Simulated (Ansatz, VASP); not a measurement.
# One calculation of C, two programs

```
C
1.0
     3.44461    0.00000    0.00000
     0.00000    3.44461    0.00000
     0.00000    0.00000    4.41957
C
4
Direct
  0.00000 0.30091 0.00000
  0.69909 0.00000 0.00000
  0.30091 0.00000 0.00000
  0.00000 0.69909 0.00000
```

Change from the starting cell: the structure that the rattled cell fell into.

Alike in both runs: functional PBE; k mesh 14 × 14 × 12; occupations gaussian, width 0.1 eV; no spin polarisation.

Ansatz relaxed the structure, and its values are those at the end. VASP's run is a single point on that final structure, the one shown.

|  | VASP | Ansatz |
| --- | --- | --- |
| version | VASP 6.6.1 | Ansatz 0.2.0 |
| potentials or method | VASP PAW PBE potentials, release 64 (C), cutoff 520 eV | scalar-relativistic, plane waves, PAW |
| valence electrons in the cell | 16 | 16 |

```tsv
	VASP	Ansatz	Ansatz less VASP
gap on the k mesh at the Fermi level (eV)	none	none	-
pressure (GPa)	0.2	0.0	-0.21
rms of the force components (eV/Å)	0.021	0.000	-0.0205
```

A gap of «none» marks a metal or a gap that the smearing closes.
